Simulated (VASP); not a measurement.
Set up this calculation in VASP 6.6.1, as the native input.

```yaml
Task: single point
Functional: PBE
Potentials_or_basis: VASP PAW PBE potentials, release 64 (Si, Mo_sv)
Cutoff: 520 eV
k_mesh: 2 × 4 × 4
Occupations: gaussian, width 0.2 eV
Spin: no spin polarisation
Dipole_correction: no
Further_INCAR_settings: ALGO = Normal; EDIFF = 1e-06; NBANDS = 31
```

The structure of Si7Mo lies in POSCAR:

```
Si7Mo
1.0
    6.4125099990      0.0000000000      0.0000000000
    0.0000000000      3.6905040496      2.7220812050
    0.0000000000     -3.6905040496      2.7220812050
Si Mo
7 1
Direct
    0.1899793616      0.3468323430      0.8794716925
    0.8100206384      0.8794716925      0.3468323430
    0.1899793616      0.8794716925      0.3468323430
    0.8100206384      0.3468323430      0.8794716925
    0.5000000000      0.7924004048      0.7924004048
    0.5000000000      0.2049447855      0.5238209301
    0.5000000000      0.5238209301      0.2049447855
    0.0000000000      0.8415805987      0.8415805987
```

The input as run:

INCAR

```
PREC = Accurate ; ENCUT = 520
EDIFF = 1E-6 ; ISMEAR = 0
SIGMA = 0.2 ; LREAL = False
LASPH = True ; NELM = 60
ALGO = Normal ; ISIF = 2
LWAVE = False ; LCHARG = True
GGA = PE ; LELF = True
LVHAR = True ; NBANDS = 31
```

KPOINTS

```
Automatic mesh
0
Gamma
  2 4 4
```

Potentials or basis: VASP PAW PBE potentials, release 64 (Si, Mo_sv).

Command:

```console
$ cat potpaw_PBE.64/Si/POTCAR potpaw_PBE.64/Mo_sv/POTCAR > POTCAR
$ mpirun -np 1 vasp_std > vasp.out
```

It gave:

* Pressure: -0.2 GPa
* Largest force: 0.054 eV/Å
* Band gap on the k mesh: zero (band 21 reaches 9.76 eV, above the bottom of band 22 at 8.12 eV)

Caveat: the k points lie up to 0.49 Å⁻¹ apart.

It took 25 s on 1 thread of Intel(R) Xeon(R) Platinum 8559C (Emerald Rapids) (shared host), peak memory 0.24 GiB.
